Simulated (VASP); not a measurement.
# CoO (Fm-3m) in VASP: settings compared, part 2 of 2

VASP 6.6.1. Earlier steps stand in the parts before.

### Step 3. Single point, PBE exchange alone, collinear spin, ferromagnetic start

This run uses another cell than the first one, of 11.00 Å³/atom, 1.108 times its volume.

INCAR

```
SYSTEM = CoO
PREC = Accurate
ENCUT = 520
EDIFF = 1E-6
ISMEAR = -1
SIGMA = 0.05
LREAL = .False.
LASPH = .True.
NELM = 150
ALGO = Normal
ISIF = 2
LWAVE = .False.
LCHARG = .True.
ISPIN = 2
MAGMOM = 2 0
LORBIT = 11
LMAXMIX = 4
GGA = PE
ALDAC = 0.0
AGGAC = 0.0
LELF = .True.
LVHAR = .True.
NBANDS = 18
```

KPOINTS

```
Automatic mesh
0
Gamma
  11 11 11
  0 0 0
```

POSCAR

```
CoO
1.0
    0.0000000000      2.2241763888      2.2241763888
    2.2241763888      0.0000000000      2.2241763888
    2.2241763888      2.2241763888      0.0000000000
Co O
1 1
Direct
    0.0000000000      0.0000000000      0.0000000000
    0.5000000000      0.5000000000      0.5000000000
```

Potentials or basis: VASP PAW PBE potentials, release 64 (Co, O).

Launch:

```sh
> cat potpaw_PBE.64/Co/POTCAR potpaw_PBE.64/O/POTCAR > POTCAR
> mpirun -np 1 vasp_std > vasp.out
```

OUTCAR:

```text
SYSTEM = CoO
   PREC = Accurate
   ENCUT = 520
   EDIFF = 1E-6
   ISMEAR = -1
   LREAL = .False.
   LASPH = .True.
   NELM = 150
   ISIF = 2
   ISPIN = 2
   LORBIT = 11
   GGA = PE

 ion  position               nearest neighbor table
   1  0.000  0.000  0.000-   2 2.22   2 2.22   2 2.22   2 2.22   2 2.22   2 2.22
   2  0.500  0.500  0.500-   1 2.22   1 2.22   1 2.22   1 2.22   1 2.22   1 2.22

  LATTYP: Found a face centered cubic cell.
 ALAT       =     4.4483527776

  Lattice vectors:

 A1 = (   0.0000000000,   2.2241763888,   2.2241763888)
 A2 = (   2.2241763888,   0.0000000000,   2.2241763888)
 A3 = (   2.2241763888,   2.2241763888,   0.0000000000)

Analysis of symmetry for initial positions (statically):
[... 25 lines left out ...]
The dynamic configuration has the point symmetry O_h .

Analysis of structural, dynamic, and magnetic symmetry:
=====================================================================
 Subroutine PRICEL returns:
[... 7 lines left out ...]
 out of a pool of 48 trial point group operations.

The overall configuration has the point symmetry O_h .

 Subroutine INISYM returns: Found 48 space group operations
[... 660 lines left out ...]

 k-point     1 :       0.0000    0.0000    0.0000
  band No.  band energies     occupation
      1     -10.6780      1.00000
      2       5.7943      1.00000
      3       5.7943      1.00000
      4       5.7943      1.00000
      5       6.9695      1.00000
      6       6.9695      1.00000
[... 493 lines left out ...]
     17      34.2800      0.00000
     18      36.2046      0.00000

 [... further k-points ...]
[... 5 lines left out ...]
  --------------------------------------------------------------------------------------
  -------------------------------------------------------------------------------------
  Total       -0.0489559     -0.0489559     -0.0489559      0.0000000      0.0000000      0.0000000
  in kB       -3.5643317     -3.5643317     -3.5643317      0.0000000      0.0000000      0.0000000
  external PRESSURE =      -3.5643317 kB  Pullay stress =       0.0000000 kB

 VOLUME and BASIS-vectors are now :
 -----------------------------------------------------------------------------
  energy-cutoff  :      520.00
  volume of cell :       22.01
      direct lattice vectors                 reciprocal lattice vectors
     0.000000000  2.224176389  2.224176389    -0.224802314  0.224802314  0.224802314
     2.224176389  0.000000000  2.224176389     0.224802314 -0.224802314  0.224802314
     2.224176389  2.224176389  0.000000000     0.224802314  0.224802314 -0.224802314

 POSITION                                       TOTAL-FORCE (eV/Angst)
 -----------------------------------------------------------------------------------
      0.00000      0.00000      0.00000         0.000000      0.000000      0.000000
      2.22418      2.22418      2.22418        -0.000000     -0.000000     -0.000000
 -----------------------------------------------------------------------------------
    total drift:                                0.000000     -0.000000     -0.000000

  FREE ENERGIE OF THE ION-ELECTRON SYSTEM (eV)
  ---------------------------------------------------
  free  energy   TOTEN  =       -10.8973300015 eV

  energy  without entropy=      -10.8583906966  energy(sigma->0) =      -10.87786035

 total charge

# of ion       s       p       d       tot
------------------------------------------
    1        0.262   0.276   7.075   7.613
    2        1.552   3.387   0.000   4.939
--------------------------------------------------
tot          1.813   3.663   7.075  12.552

 magnetization (x)

# of ion       s       p       d       tot
------------------------------------------
    1        0.020   0.014   2.609   2.643
    2        0.024   0.280   0.000   0.305
--------------------------------------------------
tot          0.044   0.295   2.609   2.948
```

stdout:

```text
POSCAR found type information on POSCAR CoO
 POSCAR found :  2 types and       2 ions
 scaLAPACK will be used
 LDA part: xc-table for (Slater+PW92), standard interpolation
 POSCAR, INCAR and KPOINTS ok, starting setup
 FFT: planning ... GRIDC
 FFT: planning ... GRID_SOFT
 FFT: planning ... GRID
 WAVECAR not read
 entering main loop
```

Wall time 34 s (1 thread of Intel Xeon Platinum 8259CL at 2.50GHz (Skylake/Cascade Lake), shared host); peak memory 0.17 GiB.

Results:

- Free energy: -10.8973 eV
- Pressure: -0.4 GPa
- Band gap on the k mesh: zero (filled and empty bands overlap)
- Net moment: 3.00 μB per cell
- Site moments: Co +2.64; O +0.30 μB
- Valence electrons inside the program's atomic spheres: Co 7.61; O 4.94

Caveat: a cell with one magnetic atom can't hold antiferromagnetic order, which such compounds often take; semilocal functionals often make such compounds metallic where correlation or magnetic order opens a gap, which also shifts bond lengths.
